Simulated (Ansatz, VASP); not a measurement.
# One calculation of CdS, two programs

Contents of POSCAR:

```
CdS
1.0
    0.0000000000      2.7267765431      2.7267765431
    2.8181235573      0.0000000000      2.7267765431
    2.8181235573      2.7267765431      0.0000000000
Cd S
1 1
Direct
    0.0000000000      0.0000000000      0.0000000000
    0.5000000000      0.5000000000      0.5000000000
```

File INCAR.step1:

```
SYSTEM = CdS
PREC = Accurate
ENCUT = 700
ISMEAR = -1
SIGMA = 0.02
LREAL = .FALSE.
LASPH = .TRUE.
NELM = 120
NBANDS = 20
GGA = PE
ALGO = Normal
EDIFF = 1E-5
LWAVE = .TRUE.
LCHARG = .FALSE.
GGA_COMPAT = .FALSE.
```

File INCAR.step2:

```
SYSTEM = CdS
PREC = Accurate
ENCUT = 700
EDIFF = 1E-6
ISMEAR = -1
SIGMA = 0.02
LREAL = .FALSE.
LASPH = .TRUE.
NELM = 120
ALGO = Normal
ISIF = 2
LWAVE = .FALSE.
LCHARG = .FALSE.
METAGGA = R2SCAN
LMIXTAU = .TRUE.
NBANDS = 20
ISTART = 1
GGA_COMPAT = .FALSE.
```

Contents of KPOINTS:

```
regular mesh
0
G
  8 8 8
  0 0 0
```

Input for Ansatz:

```yaml
crystal:
  lattice:
    - [0.0, 2.7267765431, 2.7267765431]
    - [2.8181235573, 0.0, 2.7267765431]
    - [2.8181235573, 2.7267765431, 0.0]
  atoms:
    - { symbol: Cd, position: [0.0, 0.0, 0.0] }
    - { symbol: S, position: [0.5, 0.5, 0.5] }
kpoints:
  mp_grid: { grid: [8, 8, 8] }
  band_path:
    path:
      - [0.0, 0.0, 0.0]
      - [0.5, 0.0, 0.5]
      - [0.625, 0.25, 0.625]
      - [0.375, 0.375, 0.75]
      - [0.5, 0.5, 0.5]
      - [0.5, 0.25, 0.75]
      - [0.0, 0.210937, -0.208333]
    npoints: 1
hamiltonian:
  xc: r2scan
scf:
  occupations: { method: fermi_dirac, width: 0.02 }
  n_extra_bands: 4
output:
  forces: true
  stress: true
  eigenvalues: true
```

Change from the starting cell: uniaxial_x strain +3.4%.

Alike in both runs: task single point; functional r2SCAN; k mesh 8 × 8 × 8; occupations fermi-dirac, width 0.02 eV; no spin polarisation.

|  | VASP | Ansatz |
| --- | --- | --- |
| version | VASP 6.6.1 | Ansatz 0.2.0 |
| potentials or method | VASP PAW PBE potentials, release 64 (Cd_sv_GW, S) | plane waves, PAW |
| plane-wave cutoff (eV) | 700 | 500 |
| valence electrons in the cell | 26 | 26 |

|  | VASP | Ansatz | Ansatz less VASP |
| --- | --- | --- | --- |
| pressure (GPa) | -2.4 | -2.4 | +0.08 |
| traceless stress, the component that is largest in VASP (GPa) | -1.35 | -1.36 | -0.017 |

VASP's potentials were made for PBE, not for r2SCAN. The functional is the same, so the differences come from potentials, cutoffs and numerics.
